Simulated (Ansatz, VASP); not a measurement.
# Two plane-wave programs on Y4I

```
Y I
1.0
     4.07035   -4.27415    0.00000
     4.07035    4.27415    0.00000
     0.00000    0.00000    3.65505
Y I
4 1
Direct
  0.81060 0.18940 0.50000
  0.18940 0.81060 0.50000
  0.28520 0.28520 0.00000
  0.71480 0.71480 0.00000
  0.00000 0.00000 0.00000
```

Change from the starting cell: species swapped into the OsCl4 type (Cmmm, No. 65).

Alike in both runs: task single point; functional PBE; k mesh 4 × 4 × 6; occupations gaussian, width 0.1 eV; no spin polarisation.

|  | VASP | Ansatz |
| --- | --- | --- |
| version | VASP 6.6.1 | Ansatz 0.2.0 |
| potentials or method | VASP PAW PBE potentials, release 64 (Y_sv, I), cutoff 520 eV | scalar-relativistic, plane waves, PAW |
| valence electrons in the cell | 51 | 61 |

|  | VASP | Ansatz | Ansatz less VASP |
| --- | --- | --- | --- |
| gap on the k mesh at the Fermi level (eV) | none | none | - |
| rms of the force components (eV/Å) | 5.081 | 5.090 | +0.0089 |

Atom by atom the forces differ by 0.009 eV/Å (rms over components). A gap of «none» marks a metal or a gap that the smearing closes. With one functional, cell and mesh, what is left measures potentials, basis and numerics. VASP's potentials hold 51 valence electrons a cell and Ansatz's 61, so a difference there can come from the potentials and not from the codes.

Neither program's run includes spin-orbit coupling.
